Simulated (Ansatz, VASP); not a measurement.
This is a calculation of Bi for Ansatz 0.2.0.

input

```
crystal:
  lattice:
    - [-1.9814305318, 1.9814305318, 1.9814305318]
    - [1.9814305318, -1.9814305318, 1.9814305318]
    - [1.9814305318, 1.9814305318, -1.9814305318]
  atoms:
    - { symbol: Bi, position: [0.0, 0.0, 0.0] }
hamiltonian:
  xc: hse06
  pseudopotentials: { kind: paw }
kpoints:
  mp_grid: { grid: [6, 6, 6] }
scf:
  occupations: { method: fermi_dirac, width: 0.05 }
output:
  forces: true
  stress: true
  eigenvalues: true
```

Task: Translate it to VASP 6.6.1. Potentials there: VASP PAW PBE potentials, release 64 (Bi_d).

Result: As run (the cutoff follows the program's own potentials):

File POSCAR:

```
Bi
1.0
   -1.9814305318      1.9814305318      1.9814305318
    1.9814305318     -1.9814305318      1.9814305318
    1.9814305318      1.9814305318     -1.9814305318
Bi
1
Direct
    0.0000000000      0.0000000000      0.0000000000
```

INCAR.step1

```
PREC = Accurate ; ENCUT = 520
EDIFF = 1E-5 ; ISMEAR = -1
SIGMA = 0.05 ; LREAL = False
LASPH = True ; NELM = 80
ALGO = Normal ; ISIF = 2
LWAVE = True ; LCHARG = False
NBANDS = 14 ; GGA = PE
```

Contents of INCAR.step2:

```
PREC = Accurate ; ENCUT = 520
EDIFF = 1E-7 ; ISMEAR = -1
SIGMA = 0.05 ; LREAL = False
LASPH = True ; NELM = 80
ALGO = Normal ; ISIF = 2
LWAVE = False ; LCHARG = False
GGA = PE ; LHFCALC = True
HFSCREEN = 0.2079 ; PRECFOCK = Normal
NBANDS = 14 ; ISTART = 1
```

KPOINTS

```
Automatic mesh
0
Gamma
  6 6 6
```

Potentials or basis: VASP PAW PBE potentials, release 64 (Bi_d).

Command:

```sh
$ cat potpaw_PBE.64/Bi_d/POTCAR > POTCAR
$ cp INCAR.step1 INCAR
$ mpirun -np 1 vasp_std > vasp.out
$ cp INCAR.step2 INCAR
$ mpirun -np 1 vasp_std > vasp.out
```

Both were run:

|  | VASP | Ansatz | Ansatz less VASP |
| --- | --- | --- | --- |
| gap on the k mesh at the Fermi level (eV) | none | none | - |
| pressure (GPa) | -0.8 | -0.8 | +0.03 |

A gap of «none» marks a metal or a gap that the smearing closes.

The k mesh is coarse, so the values compare programs but aren't converged. Spin-orbit coupling is off throughout.
